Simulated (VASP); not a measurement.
A run of VASP 6.6.1 is set up as follows.

The input INCAR:

```
SYSTEM = PbS
PREC = Accurate ; ENCUT = 400
EDIFF = 1E-8 ; ISMEAR = 0
SIGMA = 0.01 ; LREAL = .FALSE.
LASPH = .TRUE. ; NELM = 120
ALGO = Normal ; ISIF = 2
LWAVE = .FALSE. ; LCHARG = .FALSE.
GGA = PE ; LEPSILON = .TRUE.
GGA_COMPAT = .FALSE.
```

KPOINTS

```
Automatic mesh
0
G
  6 6 6
  0 0 0
```

The input POSCAR:

```
PbS
1.0
    2.0637484134     -5.8692756837      0.0000000000
    2.0637484134      5.8692756837      0.0000000000
    0.0000000000      0.0000000000      4.2604423684
Pb S
2 2
Direct
    0.8722772593      0.1277227407      0.7500000000
    0.1277227407      0.8722772593      0.2500000000
    0.6436799881      0.3563200119      0.7500000000
    0.3563200119      0.6436799881      0.2500000000
```

Potentials or basis: VASP PAW PBE potentials, release 64 (Pb_d, S).

Launch:

```sh
$ cat potpaw_PBE.64/Pb_d/POTCAR potpaw_PBE.64/S/POTCAR > POTCAR
$ mpirun -np 1 vasp_std > vasp.out
```

(1) What does it give for the electronic dielectric tensor (diagonal)?

(2) What does it give for the Born charges (mean of the diagonal)?

(3) What does it give for the band gap on the k mesh?

Results:

(1) 14.17, 10.59, 15.88.

(2) Pb +3.96; S -3.96 e.

(3) 1.17 eV (least direct gap 1.32 eV).

Caveat: spin-orbit coupling is left out, which moves the levels of the heavy elements.
